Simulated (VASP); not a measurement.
# Co in VASP: settings compared

Co is run at these levels: revPBE, BLYP; tasks: single point.

All numbers are computed with VASP 6.6.1; they aren't measurements. Logs are shortened: lines on timing, memory, paths and dates and some standing lists are left out, and cuts for length are marked.

### Step 1. The cell of the first run

The cell holds a slab with vacuum, 7 atoms: a = 2.471 Å, b = 2.471 Å, c = 27.132 Å, α = 90.00°, β = 90.00°, γ = 120.00°.

### Step 2. Single point, revPBE, collinear spin, ferromagnetic start

INCAR reads:

```
PREC = Accurate
ENCUT = 520
EDIFF = 1E-6
ISMEAR = -1
SIGMA = 0.05
LREAL = False
LASPH = True
NELM = 150
ALGO = Normal
ISIF = 2
LWAVE = False
LCHARG = True
ISPIN = 2
MAGMOM = 2 2 2 2 2 2 2
LORBIT = 11
LMAXMIX = 4
LDIPOL = True
IDIPOL = 3
DIPOL = 0.5 0.5 0.500
GGA = RE
LELF = True
LVHAR = True
LVACPOTAV = True
NBANDS = 44
```

KPOINTS reads:

```
Automatic mesh
0
Gamma
  12 12 1
```

POSCAR reads:

```
Co
1.0
    2.4705617809      0.0000000000      0.0000000000
   -1.2352808904      2.1395692639      0.0000000000
    0.0000000000      0.0000000000     27.1323507000
Co
7
Direct
    0.3333333300      0.6666666600      0.2764227871
    0.0000000000      0.0000000000      0.3509485247
    0.6666666700      0.3333333400      0.4254742624
    0.0000000000      0.0000000000      0.5000000000
    0.3333333300      0.6666666600      0.5745257376
    0.0000000000      0.0000000000      0.6490514753
    0.6666666700      0.3333333400      0.7235772129
```

Potentials or basis: VASP PAW PBE potentials, release 64 (Co).

On the command line:

```console
$ cat potpaw_PBE.64/Co/POTCAR > POTCAR
$ mpirun -np 1 vasp_std > vasp.out
```

OUTCAR:

```text
PREC = Accurate
   ENCUT = 520
   EDIFF = 1E-6
   ISMEAR = -1
   LREAL = False
   LASPH = True
   NELM = 150
   ISIF = 2
   ISPIN = 2
   LORBIT = 11
   GGA = RE

 ion  position               nearest neighbor table
   1  0.333  0.667  0.276-   2 2.47   2 2.47   2 2.47
   2  0.000  0.000  0.351-   1 2.47   3 2.47   1 2.47   1 2.47   3 2.47   3 2.47
   3  0.667  0.333  0.425-   4 2.47   2 2.47   4 2.47   4 2.47   2 2.47   2 2.47
   4  0.000  0.000  0.500-   5 2.47   3 2.47   5 2.47   3 2.47   3 2.47   5 2.47
   5  0.333  0.667  0.575-   4 2.47   6 2.47   4 2.47   4 2.47   6 2.47   6 2.47
   6  0.000  0.000  0.649-   7 2.47   5 2.47   7 2.47   7 2.47   5 2.47   5 2.47
   7  0.667  0.333  0.724-   6 2.47   6 2.47   6 2.47

  LATTYP: Found a hexagonal cell.
 ALAT       =     2.4705617809
 C/A-ratio  =    10.9822595451

  Lattice vectors:

 A1 = (   2.4705617809,   0.0000000000,   0.0000000000)
 A2 = (  -1.2352808904,   2.1395692639,   0.0000000000)
 A3 = (   0.0000000000,   0.0000000000,  27.1323507000)

Analysis of symmetry for initial positions (statically):
=====================================================================
 Subroutine PRICEL returns:
 Original cell was already a primitive cell.

 Routine SETGRP: Setting up the symmetry group for a
 hexagonal supercell.

 Subroutine GETGRP returns: Found 12 space group operations
 (whereof 12 operations were pure point group operations)
 out of a pool of 24 trial point group operations.

The static configuration has the point symmetry D_3d.

Analysis of symmetry for dynamics (positions and initial velocities):
=====================================================================
 Subroutine PRICEL returns:
 Original cell was already a primitive cell.

 Routine SETGRP: Setting up the symmetry group for a
 hexagonal supercell.

 Subroutine GETGRP returns: Found 12 space group operations
 (whereof 12 operations were pure point group operations)
 out of a pool of 24 trial point group operations.

The dynamic configuration has the point symmetry D_3d.

Analysis of structural, dynamic, and magnetic symmetry:
=====================================================================
 Subroutine PRICEL returns:
 Original cell was already a primitive cell.

 Routine SETGRP: Setting up the symmetry group for a
 hexagonal supercell.

 Subroutine GETGRP returns: Found 12 space group operations
 (whereof 12 operations were pure point group operations)
 out of a pool of 24 trial point group operations.

The overall configuration has the point symmetry D_3d.

 Subroutine INISYM returns: Found 12 space group operations
 (whereof 12 operations are pure point group operations),
 and found     1 'primitive' translations

----------------------------------------------------------------------------------------

                                     Primitive cell

  volume of cell :     143.4199

  direct lattice vectors                    reciprocal lattice vectors
     2.470561781  0.000000000  0.000000000     0.404766239  0.233691897  0.000000000
    -1.235280890  2.139569264  0.000000000     0.000000000  0.467383794  0.000000000
     0.000000000  0.000000000 27.132350700     0.000000000  0.000000000  0.036856372

  length of vectors
     2.470561781  2.470561781 27.132350700     0.467383794  0.467383794  0.036856372

  position of ions in fractional coordinates (direct lattice)
     0.333333330  0.666666660  0.276422787
     0.000000000  0.000000000  0.350948525
     0.666666670  0.333333340  0.425474262
     0.000000000  0.000000000  0.500000000
     0.333333330  0.666666660  0.574525738
     0.000000000  0.000000000  0.649051475
     0.666666670  0.333333340  0.723577213

  ion indices of the primitive-cell ions
   primitive index   ion index
                 1           1
                 2           2
[... 39 lines left out ...]
  0.416667 -0.000000  0.000000      6.000000
[... 11 lines left out ...]
  0.333333  0.250000  0.000000     12.000000
  0.333333  0.333333  0.000000      2.000000
   k-points           NKPTS =     19   k-points in BZ     NKDIM =     19   number of bands    NBANDS=     44
   number of dos      NEDOS =    301   number of ions     NIONS =      7
   total plane-waves  NPLWV =  68040
   dimension x,y,z NGX =    18 NGY =   18 NGZ =  210
   dimension x,y,z NGXF=    36 NGYF=   36 NGZF=  420
   ions per type =               7
   NGX,Y,Z   is equivalent  to a cutoff of  12.11, 12.11, 12.87 a.u.
   NGXF,Y,Z  is equivalent  to a cutoff of  24.22, 24.22, 25.73 a.u.
 SYSTEM =  unknown system
   PREC   = accura    normal or accurate (medium, high low for compatibility)
   ISTART =      0    job   : 0-new  1-cont  2-samecut
   ICHARG =      2    charge: 1-file 2-atom 10-const
   ISPIN  =      2    spin polarized calculation?
   LNONCOLLINEAR =      F non collinear calculations
   LSORBIT =      F    spin-orbit coupling
   LASPH  =      T    aspherical Exc in radial PAW
   ENCUT  =  520.0 eV  38.22 Ry    6.18 a.u.   4.59  4.59 50.45*2*pi/ulx,y,z
   NELM   =    150;   NELMIN=  2; NELMDL= -5     # of ELM steps
   EDIFF  = 0.1E-05   stopping-criterion for ELM
   LREAL  =      F    real-space projection
   EDIFFG = 0.1E-04   stopping-criterion for IOM
   NSW    =      0    number of steps for IOM
   IBRION =     -1    ionic relax: 0-MD 1-quasi-New 2-CG
   NFREE  =      0    steps in history (QN), initial steepest desc. (CG)
   ISIF   =      2    stress and relaxation
   ISYM   =      2    0-nonsym 1-usesym 2-fastsym
   POTIM  = 0.5000    time-step for ionic-motion
   TEBEG  =    0.0;   TEEND  =   0.0 temperature during run
   PSTRESS=    0.0 pullay stress
   NELECT =      63.0000    total number of electrons
   NUPDOWN=      -1.0000    fix difference up-down
   EMIN   =  10.00;   EMAX   =-10.00  energy-range for DOS
   EFERMI =   0.00;   METHOD = LEGACY
   ISMEAR =    -1;   SIGMA  =   0.05  broadening in eV -4-tet -1-fermi 0-gaus
   EFERMI_NEDOS =   21; number of points for ismear=-14 and -15
   IALGO  =     38    algorithm
   IMIX   =      4    mixing-type and parameters
     AMIX     =   0.40;   BMIX     =  1.00
     AMIX_MAG =   1.60;   BMIX_MAG =  1.00
  volume/ion in A,a.u.               =      20.49       138.26
  Fermi-wavevector in a.u.,A,eV,Ry     =   1.244472  2.351711 21.071492  1.548711
  Thomas-Fermi vector in A             =   2.378737
   LORBIT       =     11    0 simple, 1 ext, 2 COOP (PROOUT), +10 PAW based schemes
   GGA     = RE    functional components
   LHFCALC =     F    Hartree Fock is set to
   AEXX    =    0.0000 exact exchange contribution
   IVDW    =     0    specifies the selected vdW correction
   LEPSILON=     F    determine dielectric tensor
   LRPA    =     F    only Hartree local field effects (RPA)
 spin polarized calculation
  energy-cutoff  :      520.00
  volume of cell :      143.42
 maximum number of plane-waves:      3916
   NGX =  9   NGY =  9   NGZ =101

 dipolmoment           0.000000      0.000000     -0.000000 electrons x Angstroem

 number of electron      62.9999977 magnetization      11.8785326

 dipolmoment           0.000000      0.000000      0.000000 electrons x Angstroem

 Free energy of the ion-electron system (eV)
  ---------------------------------------------------
  ext. energy  EPLUGINS =         0.00000000
  ---------------------------------------------------
  free energy    TOTEN  =       -44.99924943 eV

  energy without entropy =      -44.93566565  energy(sigma->0) =      -44.96745754

 E-fermi :   3.2895     XC(G=0):  -7.7197

 val. band max:        3.2757150188   @ k =   0.0000   0.0000   0.0000
 cond. band min:       3.2948455752   @ k =   0.2500  -0.0000   0.0000
 fundamental gap:      0.0191305564
 Fermi energy:         3.2894919239

 spin component 1

 k-point     1 :       0.0000    0.0000    0.0000
  band No.  band energies     occupation
      1      -5.6121      1.00000
      2      -5.1117      1.00000
      3      -4.3031      1.00000
      4      -3.3326      1.00000
      5      -2.5121      1.00000
      6      -2.1120      1.00000
[... 863 lines left out ...]
     42       9.4711      0.00000
     43       9.4906      0.00000
 Fermi energy:         3.2894919239

 spin component 2

 k-point     1 :       0.0000    0.0000    0.0000
  band No.  band energies     occupation
      1      -5.6217      1.00000
      2      -5.1151      1.00000
      3      -4.2890      1.00000
      4      -3.2508      1.00000
      5      -2.2040      1.00000
      6      -1.4570      1.00000
[... 863 lines left out ...]
     42      10.0778      0.00000
     43      10.0869      0.00000
 [bands above 43 left out]

------------------------ aborting loop because EDIFF is reached ----------------------------------------

  FORCE on cell =-STRESS in cart. coord.  units (eV):
  Direction    XX          YY          ZZ          XY          YZ          ZX
  --------------------------------------------------------------------------------------
  -------------------------------------------------------------------------------------
  Total        2.5030466      2.5030466      1.6109844      0.0000000      0.0000000     -0.0000000
  in kB       27.9621153     27.9621153     17.9966808      0.0000000      0.0000000     -0.0000000
  external PRESSURE =      24.6403038 kB  Pullay stress =       0.0000000 kB

 VOLUME and BASIS-vectors are now :
 -----------------------------------------------------------------------------
  energy-cutoff  :      520.00
  volume of cell :      143.42
      direct lattice vectors                 reciprocal lattice vectors
     2.470561781  0.000000000  0.000000000     0.404766239  0.233691897  0.000000000
    -1.235280890  2.139569264  0.000000000     0.000000000  0.467383794  0.000000000
     0.000000000  0.000000000 27.132350700     0.000000000  0.000000000  0.036856372

 POSITION                                       TOTAL-FORCE (eV/Angst)
 -----------------------------------------------------------------------------------
      0.00000      1.42638      7.50000         0.000000      0.000000      0.071688
      0.00000      0.00000      9.52206         0.000000     -0.000000     -0.366488
      1.23528      0.71319     11.54412         0.000000      0.000000      0.118690
      0.00000      0.00000     13.56618        -0.000000      0.000000      0.000000
      0.00000      1.42638     15.58823        -0.000000      0.000000     -0.118690
      0.00000      0.00000     17.61029        -0.000000      0.000000      0.366488
      1.23528      0.71319     19.63235         0.000000     -0.000000     -0.071688
 -----------------------------------------------------------------------------------
    total drift:                                0.000000      0.000000      0.000000

  FREE ENERGIE OF THE ION-ELECTRON SYSTEM (eV)
  ---------------------------------------------------
  free  energy   TOTEN  =       -44.9992494330 eV

  energy  without entropy=      -44.9356656475  energy(sigma->0) =      -44.96745754

 vacuum level on the upper side and lower side of the slab         8.196         8.196

 total charge

# of ion       s       p       d       tot
------------------------------------------
    1        0.490   0.416   7.227   8.132
    2        0.496   0.537   7.266   8.299
    3        0.499   0.540   7.262   8.301
    4        0.499   0.538   7.268   8.305
    5        0.499   0.540   7.262   8.301
    6        0.496   0.537   7.266   8.299
    7        0.490   0.416   7.227   8.132
--------------------------------------------------
tot          3.468   3.524  50.777  57.769

 magnetization (x)

# of ion       s       p       d       tot
------------------------------------------
    1       -0.009  -0.043   1.831   1.780
    2       -0.014  -0.053   1.773   1.706
    3       -0.012  -0.051   1.751   1.689
    4       -0.014  -0.052   1.733   1.667
    5       -0.012  -0.051   1.751   1.689
    6       -0.014  -0.053   1.773   1.706
    7       -0.009  -0.043   1.831   1.780
--------------------------------------------------
tot         -0.083  -0.344  12.444  12.016
```

Run time: 18 min. Hardware: 1 thread of Oxide Virtual Turin-like, shared host; peak memory 0.35 GiB.

What came out:

* Free energy: -44.9992 eV
* Largest force: 0.366 eV/Å
* Net moment: 11.88 μB per cell
* Site moments: Co +1.78, +1.71, +1.69, +1.67 (each value once) μB
* Valence electrons inside the program's atomic spheres: Co 8.13, 8.30 (each value once)

Forces in eV/Å, atoms in the order of the input:
```
Co   0.000  0.000  0.072
Co   0.000  0.000 -0.366
Co   0.000  0.000  0.119
Co   0.000  0.000  0.000
Co   0.000  0.000 -0.119
Co   0.000  0.000  0.366
Co   0.000  0.000 -0.072
```

Caveat: the PAW data sets were made with another functional, which shifts forces and pressure a little.

### Step 3. Single point, BLYP, collinear spin, ferromagnetic start

INCAR reads:

```
PREC = Accurate
ENCUT = 520
EDIFF = 1E-7
ISMEAR = -1
SIGMA = 0.05
LREAL = False
LASPH = True
NELM = 150
ALGO = Normal
ISIF = 2
LWAVE = False
LCHARG = False
ISPIN = 2
MAGMOM = 2 2 2 2 2 2 2
LORBIT = 11
LMAXMIX = 4
LDIPOL = True
IDIPOL = 3
DIPOL = 0.5 0.5 0.500
GGA = B5
ALDAX = 1.0
AGGAX = 1.0
AGGAC = 1.0
ALDAC = 0.0
NBANDS = 44
```

KPOINTS reads:

```
regular mesh
0
Gamma
  12 12 1
```

POSCAR is that of step 2.

Potentials or basis: VASP PAW PBE potentials, release 64 (Co).

On the command line:

```console
$ cat potpaw_PBE.64/Co/POTCAR > POTCAR
$ mpirun -np 1 vasp_std > vasp.out
```

Run time: 65 min. Hardware: 1 thread of Oxide Virtual Turin-like, shared host; peak memory 0.35 GiB.

The run converged. Its results:

- Free energy: -41.2529 eV
- Largest force: 0.324 eV/Å
- Net moment: 11.51 μB per cell
- Site moments: Co +1.72, +1.65, +1.62, +1.60 (each value once) μB
- Valence electrons inside the program's atomic spheres: Co 8.16, 8.32, 8.33 (each value once)

Forces on the atoms (eV/Å):
```
Co   0.000  0.000 -0.128
Co   0.000  0.000 -0.324
Co   0.000  0.000  0.105
Co   0.000  0.000  0.000
Co   0.000  0.000 -0.105
Co   0.000  0.000  0.324
Co   0.000  0.000  0.128
```

Levels at points of the mesh, in eV from the Fermi level:
Spin up:
| k point | band 34 | band 35 | band 36 | band 37 | band 38 | band 39 | band 40 | band 41 |
| --- | --- | --- | --- | --- | --- | --- | --- | --- |
| (0.00, 0.00, 0.00) | -1.38 | -1.38 | -1.06 | -1.06 | -0.93 | -0.93 | -0.80 | -0.80 |
| (0.50, 0.00, 0.00) | -0.47 | -0.47 | 0.72 | 1.25 | 1.56 | 2.57 | 2.63 | 2.93 |
Spin down:
```csv
k point,band 23,band 24,band 25,band 26,band 27,band 28
"(0.00, 0.00, 0.00)",-0.91,-0.82,-0.82,-0.80,-0.80,-0.08
"(0.50, 0.00, 0.00)",0.26,0.44,0.48,0.88,1.08,1.10
```

Caveat: the PAW data sets were made with another functional, which shifts forces and pressure a little.
